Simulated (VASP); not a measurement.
## Pt: relaxation of cell and atoms with PBEsol

Crystal: Pt.

```
Pt
1.0
     0.00000    1.96000    1.96000
     1.96000    0.00000    1.96000
     1.96000    1.96000    0.00000
Pt
1
Direct
  0.00000 0.00000 0.00000
```

```json
{"Program": "VASP 6.6.1", "Task": "relaxation of cell and atoms", "Functional": "PBEsol", "Potentials or basis": "VASP PAW PBE potentials, release 64 (Pt)", "Cutoff": "500 eV", "k mesh": "10 × 10 × 10", "Occupations": "fermi-dirac, width 0.1 eV", "Spin": "no spin polarisation", "Target pressure": "30 GPa", "Dipole correction": "no", "Further INCAR settings": "ALGO = Normal; EDIFF = 1e-07; IBRION = 2; EDIFFG = -0.02; NSW = 80; ISIF = 3"}
```

```json
{"Relaxed volume": "13.84 Å³/atom", "Relaxed cell": "a = 2.695 Å, b = 2.695 Å, c = 2.695 Å, α = 60.00°, β = 60.00°, γ = 60.00°", "Space group after relaxing (to 0.1 Å)": "Fm-3m (No. 225)", "Energy change on relaxing (the run minimises the enthalpy)": "+103.3 meV/atom", "Ionic steps": "5", "Pressure after relaxing": "30.0 GPa", "Band gap on the k mesh": "zero (bands 5 and 6 overlap by 2.56 eV)"}
```

The path:
```csv
step,energy change (eV),largest force (eV/Å),pressure (GPa),volume (Å³)
1,0.0000,0.0000,-0.21,15.06
2,4.2983,0.0000,399.58,9.68
3,0.0728,0.0000,24.53,14.02
4,0.0895,0.0000,27.61,13.92
5,0.1033,0.0000,30.01,13.84
```

Final structure:
```cif
data_structure
_symmetry_space_group_name_H-M 'P 1'
_symmetry_Int_Tables_number 1
_cell_length_a 2.6951
_cell_length_b 2.6951
_cell_length_c 2.6951
_cell_angle_alpha 60.000
_cell_angle_beta 60.000
_cell_angle_gamma 60.000
_cell_volume 13.84
loop_
_atom_site_label
_atom_site_type_symbol
_atom_site_fract_x
_atom_site_fract_y
_atom_site_fract_z
_atom_site_occupancy
Pt1 Pt 0.00000 0.00000 0.00000 1
```

Levels at points of the mesh, in eV from the Fermi level:
```tsv
k point	band 2	band 3	band 4	band 5	band 6	band 7	band 8	band 9
(0.00, 0.00, 0.00)	-4.40	-4.40	-4.40	-1.89	-1.89	14.30	19.75	19.75
(0.50, 0.00, 0.00)	-4.48	-4.48	-0.94	0.04	0.04	6.48	13.89	19.48
(0.50, 0.50, 0.00)	-7.64	0.01	0.57	0.57	1.52	9.79	11.57	11.57
```

Wall time 16 s on 1 thread of Intel(R) Xeon(R) Platinum 8375C CPU @ 2.90GHz (Ice Lake) (shared host), peak memory 0.14 GiB.

Caveat: the cell is relaxed towards a set pressure, so the run minimises the enthalpy, not the energy; the PAW data sets were made with another functional, which shifts forces and pressure a little; spin-orbit coupling is left out, which moves the levels of the heavy elements.
